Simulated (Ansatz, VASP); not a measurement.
## Zn2PdO4 in VASP and in Ansatz

```xyz
14
Lattice="0.0000 4.2545 4.2545 4.2545 0.0000 4.2545 4.2545 4.2545 0.0000" Properties=species:S:1:pos:R:3 pbc="T T T"
Zn    1.0636    1.0636    1.0636
Zn    1.0636    3.1909    3.1909
Zn    3.1909    3.1909    1.0636
Zn    3.1909    1.0636    3.1909
Pd    4.2545    4.2545    4.2545
Pd    6.3818    6.3818    6.3818
O     7.4454    7.4454    7.4454
O     3.1909    5.3181    5.3181
O     5.3181    5.3181    7.4454
O     5.3181    3.1909    5.3181
O     7.4454    5.3181    5.3181
O     3.1909    3.1909    3.1909
O     5.3181    7.4454    5.3181
O     5.3181    5.3181    3.1909
```

Alike in both runs: task electric field gradients; functional PBE; k mesh 4 × 4 × 4; occupations fermi-dirac, width 0.02 eV; no spin polarisation.

|  | VASP | Ansatz |
| --- | --- | --- |
| version | VASP 6.6.1 | Ansatz 0.2.0 |
| potentials or method | VASP PAW PBE potentials, release 64 (Zn, Pd, O) | plane-wave PAW, scalar-relativistic |
| plane-wave cutoff (eV) | 520 | 420 |
| valence electrons in the cell | 116 | 132 |

Ansatz gave:

```
pressure (GPa)                                       : 16.7
size of Vzz on the site where it differs most (V/Å²) : 15.6
```

Problem. Estimate VASP's values.

Solution. Pressure (GPa): 17.3; size of Vzz on the site where it differs most (V/Å²): 10.5.

With one functional, cell and mesh, what is left measures potentials, basis and numerics. VASP's potentials hold 116 valence electrons a cell and Ansatz's 132, so a difference there can come from the potentials and not from the codes.
